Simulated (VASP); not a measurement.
InSe, 8 atoms in the cell. The cell holds a slab with vacuum, 8 atoms: a = 4.027 Å, b = 4.027 Å, c = 28.271 Å, α = 90.00°, β = 90.00°, γ = 120.00°. 

| Quantity | Value |
| --- | --- |
| Program | VASP 6.6.1 |
| Task | single point |
| Functional | PBE |
| Dispersion | D3(BJ) |
| Potentials or basis | VASP PAW PBE potentials, release 64 (Se, In_d) |
| Cutoff | 520 eV |
| k mesh | 9 × 9 × 1 |
| Occupations | gaussian, width 0.05 eV |
| Spin | no spin polarisation |
| Dipole correction | yes |
| Further INCAR settings | ALGO = Normal; EDIFF = 1e-06; NBANDS = 48 |

Potentials or basis: VASP PAW PBE potentials, release 64 (Se, In_d).

Run with:

```bash
$ cat potpaw_PBE.64/Se/POTCAR potpaw_PBE.64/In_d/POTCAR > POTCAR
$ mpirun -np 1 vasp_std > vasp.out
```

Hardware: 1 thread of AMD EPYC 7R13 (shared host).

**Question.** How long does it take, and how much memory?

**Answer.** It took 15 min on 1 thread of AMD EPYC 7R13 (shared host), peak memory 0.53 GiB. Counts: scf iterations 23, k points 12.
